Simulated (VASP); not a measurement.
Write the native input for VASP 6.6.1 that does the following.

```yaml
Task: single point
Functional: LDA
Potentials_or_basis: VASP PAW LDA potentials, release 64 (Y_sv, Ru_pv, Si)
Cutoff: 500 eV
k_mesh: 6 × 6 × 6
Occupations: methfessel-paxton, width 0.0339 eV
Spin: non-collinear spin, zero start, spin-orbit coupling
Starting_moments: "[[0.0, 0.0, 0.0], [0.0, 0.0, 0.0], [0.0, 0.0, 0.0], [0.0, 0.0, 0.0], [0.0, 0.0, 0.0]] μB"
Dipole_correction: no
Further_INCAR_settings: ALGO = Normal; EDIFF = 1e-06; NBANDS = 62
```

The structure of YSi2Ru2 lies in POSCAR:

```
YSi2Ru2
1.0
    0.0000000000      4.1054465008     -0.0000002136
    4.1054465008      0.0000000000     -0.0000002136
    2.0527230048      2.0527230048     -4.7208797981
Y Ru Si
1 2 2
Direct
    0.0000000000      0.0000000000      0.0000000000
    0.7500000000      0.2500000000      0.5000000000
    0.2500000000      0.7500000000      0.5000000000
    0.3691298138      0.3691298138      0.2617403724
    0.6308701862      0.6308701862      0.7382596276
```

One way to write it, as run:

INCAR

```
SYSTEM = YSi2Ru2
PREC = Accurate ; ENCUT = 500
EDIFF = 1E-6 ; ISMEAR = 1
SIGMA = 0.0339 ; LREAL = .FALSE.
LASPH = .TRUE. ; NELM = 200
ALGO = Normal ; ISIF = 2
LWAVE = .FALSE. ; LCHARG = .TRUE.
MAGMOM = 0 0 0 0 0 0 0 0 0 0 0 0 0 0 0 ; LORBIT = 11
LSORBIT = .TRUE. ; GGA_COMPAT = .FALSE.
LORBMOM = .TRUE. ; LMAXMIX = 4
GGA = CA ; LVHAR = .TRUE.
NBANDS = 62
```

KPOINTS

```
Automatic mesh
0
G
  6 6 6
  0 0 0
```

Potentials or basis: VASP PAW LDA potentials, release 64 (Y_sv, Ru_pv, Si).

The run is started by

```console
$ cat potpaw_LDA.64/Y_sv/POTCAR potpaw_LDA.64/Ru_pv/POTCAR potpaw_LDA.64/Si/POTCAR > POTCAR
$ mpirun -np 1 vasp_ncl > vasp.out
```

Results of the run:

The pressure is 0.4 GPa. The largest force is 0.034 eV/Å and the net moment is 0.00 μB per cell. The valence electrons inside the program's atomic spheres are Y 9.64; Ru 12.93; Si 1.73.

It took 5.5 min on 1 thread of Intel(R) Xeon(R) Platinum 8259CL CPU @ 2.50GHz (Skylake/Cascade Lake), on a shared host, peak memory 0.4 GiB.
